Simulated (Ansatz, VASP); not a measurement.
**Hf4Cl3 in VASP and in Ansatz**

Contents of INCAR:

```
SYSTEM = Hf4Cl3
  PREC = Accurate
  ENCUT = 600
  EDIFF = 1E-6
  ISMEAR = 0
  SIGMA = 0.2
  LREAL = .FALSE.
  LASPH = .TRUE.
  NELM = 100
  ALGO = Normal
  ISIF = 3
  LWAVE = .FALSE.
  LCHARG = .FALSE.
  GGA = PE
  IBRION = 2
  NSW = 36
  EDIFFG = -0.08
```

KPOINTS

```
Automatic mesh
0
G
  3 3 4
  0 0 0
```

Contents of POSCAR:

```
Hf4Cl3
1.0
    6.1865875300      0.0000000000      0.0000000000
   -3.0932937600      5.3577419600      0.0000000000
    0.0000000000      0.0000000000      4.8347920400
Hf Cl
4 3
Direct
    0.3691012100      0.0000000000      0.5000000000
    0.0000000000      0.3691012100      0.5000000000
    0.6308987900      0.6308987900      0.5000000000
    0.0000000000      0.0000000000      0.5000000000
    0.3333333300      0.6666666700      0.0000000000
    0.6666666700      0.3333333300      0.0000000000
    0.0000000000      0.0000000000      0.0000000000
```

Input for Ansatz:

```yaml
crystal:
  lattice:
    - [6.18658753, 0.0, 0.0]
    - [-3.09329376, 5.35774196, 0.0]
    - [0.0, 0.0, 4.83479204]
  atoms:
    - { symbol: Hf, position: [0.36910121, 0.0, 0.5] }
    - { symbol: Hf, position: [0.0, 0.36910121, 0.5] }
    - { symbol: Hf, position: [0.63089879, 0.63089879, 0.5] }
    - { symbol: Hf, position: [0.0, 0.0, 0.5] }
    - { symbol: Cl, position: [0.33333333, 0.66666667, 0.0] }
    - { symbol: Cl, position: [0.66666667, 0.33333333, 0.0] }
    - { symbol: Cl, position: [0.0, 0.0, 0.0] }
basis:
  ecutwfc: 420
kpoints:
  mp_grid: { grid: [3, 3, 4] }
hamiltonian:
  xc: pbe
scf:
  occupations: { method: gaussian, width: 0.2 }
  lower_state_search: "off"
output:
  forces: true
  stress: true
  eigenvalues: true
relax:
  adjacent_minimum: "off"
  f_tol: 0.08
  max_steps: 16
  cell: { stress_tol: 0.8 }
```

Alike in both runs: task relaxation of cell and atoms; functional PBE; k mesh 3 × 3 × 4; occupations gaussian, width 0.2 eV; no spin polarisation.

|  | VASP | Ansatz |
| --- | --- | --- |
| version | VASP 6.6.1 | Ansatz 0.2.0 |
| potentials or method | VASP PAW PBE potentials, release 64 (Hf_pv, Cl), cutoff 600 eV | scalar-relativistic, plane waves, PAW |
| valence electrons in the cell | 61 | 125 |

```tsv
	VASP	Ansatz	Ansatz less VASP
gap on the k mesh at the Fermi level, each at its own relaxed structure (eV)	none	none	-
relaxed volume (Å³/atom)	21.63	21.66	+0.024
relaxed length of the cell vector where the two differ most in proportion (Å)	4.813	4.817	+0.0039
```

A gap of «none» marks a metal or a gap that the smearing closes. VASP's potentials hold 61 valence electrons a cell and Ansatz's 125, so a difference there can come from the potentials and not from the codes.

The k mesh is coarse, so the values compare programs but aren't converged. Neither program's run includes spin-orbit coupling.
